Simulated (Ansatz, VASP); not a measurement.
## Ge: VASP beside Ansatz

```
CELL_PARAMETERS angstrom
0.00000 2.81077 2.81077
2.81077 0.00000 2.81077
2.81077 2.81077 0.00000
ATOMIC_POSITIONS crystal
Ge 0.00000 0.00000 0.00000
Ge 0.25000 0.25000 0.25000
```

Alike in both runs: functional LDA; k mesh 12 × 12 × 12; occupations gaussian, width 0.1 eV; no spin polarisation.

Ansatz relaxed the structure, and its values are those at the end. VASP's run is a single point on that final structure, the one shown.

|  | VASP | Ansatz |
| --- | --- | --- |
| version | VASP 6.6.1 | Ansatz 0.2.0 |
| potentials or method | VASP PAW LDA potentials, release 64 (Ge_d), cutoff 500 eV | scalar-relativistic, plane waves, PAW |
| valence electrons in the cell | 28 | 28 |

Ansatz gave:

```
pressure (GPa) : 0.0
```

**Question.** Estimate VASP's values.

**Answer.** Pressure (GPa): 0.2.

Ansatz warns that its potentials were made for another functional, while VASP's fit it. LDA's correlation is that of Perdew and Zunger in VASP and of Perdew and Wang (1992) in Ansatz.
